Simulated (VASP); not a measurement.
Input of a VASP 6.6.1 run:

Contents of INCAR:

```
SYSTEM = NbC
ALGO = Normal
EDIFF = 1E-6
ENCUT = 600
GGA = PE
GGA_COMPAT = .FALSE.
ISIF = 2
ISMEAR = 0
LASPH = .TRUE.
LCHARG = .FALSE.
LREAL = .FALSE.
LWAVE = .FALSE.
NBANDS = 16
NELM = 120
PREC = Accurate
SIGMA = 0.1
```

File KPOINTS:

```
k-points
0
G
  6 6 6
  0 0 0
```

POSCAR

```
NbC
1.0
    0.0000000000      2.2540454612      2.2540454612
    2.2540454612      0.0000000000      2.2540454612
    2.2540454612      2.2540454612      0.0000000000
Nb C
1 1
Direct
    0.0000000000      0.0000000000      0.0000000000
    0.5000000000      0.5000000000      0.5000000000
```

Potentials or basis: VASP PAW PBE potentials, release 64 (Nb_sv, C).

Launch:

```console
$ cat potpaw_PBE.64/Nb_sv/POTCAR potpaw_PBE.64/C/POTCAR > POTCAR
$ mpirun -np 1 vasp_std > vasp.out
```

**Question.** What does it give for the pressure?

**Answer.** -5.3 GPa.

Caveat: the k points lie up to 0.40 Å⁻¹ apart.
